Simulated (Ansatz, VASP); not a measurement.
**B3N2: VASP beside Ansatz**

Contents of INCAR:

```
PREC = Accurate
ENCUT = 520
EDIFF = 1E-6
ISMEAR = 0
SIGMA = 0.1
LREAL = F
LASPH = T
NELM = 80
ALGO = Normal
ISIF = 2
LWAVE = F
LCHARG = F
GGA = PE
NBANDS = 18
```

Contents of KPOINTS:

```
regular mesh
0
Gamma
  6 6 6
```

POSCAR

```
B3N2
1.0
    2.3941797400      1.3822803200      1.9333846200
   -2.3941797400      1.3822803200      1.9333846200
    0.0000000000     -2.7645606400      1.9333846200
B N
3 2
Direct
    0.0000000000      0.2500000000      0.7500000000
    0.7500000000      0.0000000000      0.2500000000
    0.2500000000      0.7500000000      0.0000000000
    0.2599999900      0.2599999900      0.2599999900
    0.7400000100      0.7400000100      0.7400000100
```

Input for Ansatz:

```yaml
crystal:
  lattice:
    - [2.39417974, 1.38228032, 1.93338462]
    - [-2.39417974, 1.38228032, 1.93338462]
    - [0.0, -2.76456064, 1.93338462]
  atoms:
    - { symbol: B, position: [0.0, 0.25, 0.75] }
    - { symbol: B, position: [0.75, 0.0, 0.25] }
    - { symbol: B, position: [0.25, 0.75, 0.0] }
    - { symbol: "N", position: [0.25999999, 0.25999999, 0.25999999] }
    - { symbol: "N", position: [0.74000001, 0.74000001, 0.74000001] }
basis:
  ecutwfc: 420
kpoints:
  mp_grid: { grid: [6, 6, 6] }
hamiltonian:
  xc: pbe
scf:
  occupations: { method: gaussian, width: 0.1 }
  lower_state_search: "off"
output:
  forces: true
  stress: true
  eigenvalues: true
```

Change from the starting cell: species swapped into the Ni3Se2 type (R32, No. 155).

Alike in both runs: task single point; functional PBE; k mesh 6 × 6 × 6; occupations gaussian, width 0.1 eV; no spin polarisation.

|  | VASP | Ansatz |
| --- | --- | --- |
| version | VASP 6.6.1 | Ansatz 0.2.0 |
| potentials or method | VASP PAW PBE potentials, release 64 (B, N), cutoff 520 eV | scalar-relativistic, plane waves, PAW |
| valence electrons in the cell | 19 | 19 |

VASP gave:

```
gap on the k mesh at the Fermi level (eV)                     : none
pressure (GPa)                                                : -27.2
traceless stress, the component that is largest in VASP (GPa) : 16.16
rms of the force components (eV/Å)                            : 0.602
```

Q: Estimate Ansatz's values.

A: gap on the k mesh at the Fermi level (eV): none; pressure (GPa): -27.1; traceless stress, the component that is largest in VASP (GPa): 16.02; rms of the force components (eV/Å): 0.603.

Atom by atom the forces differ by 0.006 eV/Å (rms over components). A gap of «none» marks a metal or a gap that the smearing closes. The functional is the same, so the differences come from potentials, cutoffs and numerics.
